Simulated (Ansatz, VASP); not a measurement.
Two plane-wave programs on YScS4

Contents of INCAR:

```
SYSTEM = YScS4
PREC = Accurate
ENCUT = 520
EDIFF = 1E-7
ISMEAR = 0
SIGMA = 0.1
LREAL = .FALSE.
LASPH = .TRUE.
NELM = 80
ALGO = Normal
ISIF = 2
LWAVE = .FALSE.
LCHARG = .TRUE.
GGA = PE
LELF = .TRUE.
LVHAR = .TRUE.
NBANDS = 32
```

File KPOINTS:

```
regular mesh
0
G
  4 4 4
  0 0 0
```

File POSCAR:

```
YScS4
1.0
    4.6450457200     -4.6450457200      0.0000000000
    4.6450457200      4.6450457200      0.0000000000
    0.0000000000      0.0000000000      4.2699063200
Y Sc S
1 1 4
Direct
    0.5000000000      0.5000000000      0.5000000000
    0.0000000000      0.0000000000      0.0000000000
    0.6950000000      0.3050000000      0.0000000000
    0.3050000000      0.6950000000      0.0000000000
    0.8050000000      0.8050000000      0.5000000000
    0.1950000000      0.1950000000      0.5000000000
```

Input for Ansatz:

```yaml
crystal:
  lattice:
    - [4.64504572, -4.64504572, 0.0]
    - [4.64504572, 4.64504572, 0.0]
    - [0.0, 0.0, 4.26990632]
  atoms:
    - { symbol: "Y", position: [0.5, 0.5, 0.5] }
    - { symbol: Sc, position: [0.0, 0.0, 0.0] }
    - { symbol: S, position: [0.695, 0.305, 0.0] }
    - { symbol: S, position: [0.305, 0.695, 0.0] }
    - { symbol: S, position: [0.805, 0.805, 0.5] }
    - { symbol: S, position: [0.195, 0.195, 0.5] }
basis:
  ecutwfc: 420
kpoints:
  mp_grid: { grid: [4, 4, 4] }
hamiltonian:
  xc: pbe
scf:
  occupations: { method: gaussian, width: 0.1 }
  lower_state_search: "off"
output:
  forces: true
  stress: true
  eigenvalues: true
```

Alike in both runs: task single point; functional PBE; k mesh 4 × 4 × 4; occupations gaussian, width 0.1 eV; no spin polarisation.

|  | VASP | Ansatz |
| --- | --- | --- |
| version | VASP 6.6.1 | Ansatz 0.2.0 |
| potentials or method | VASP PAW PBE potentials, release 64 (Y_sv, Sc_sv, S), cutoff 520 eV | scalar-relativistic, plane waves, PAW |
| valence electrons in the cell | 46 | 46 |

VASP gave:

```
gap on the k mesh at the Fermi level (eV)                     : none
pressure (GPa)                                                : -7.6
traceless stress, the component that is largest in VASP (GPa) : -1.25
rms of the force components (eV/Å)                            : 0.292
```

**Question.** Estimate Ansatz's values.

**Answer.** gap on the k mesh at the Fermi level (eV): none; pressure (GPa): -7.6; traceless stress, the component that is largest in VASP (GPa): -1.25; rms of the force components (eV/Å): 0.296.

Atom by atom the forces differ by 0.004 eV/Å (rms over components). A gap of «none» marks a metal or a gap that the smearing closes.

The k mesh is coarse, so the values compare programs but aren't converged.
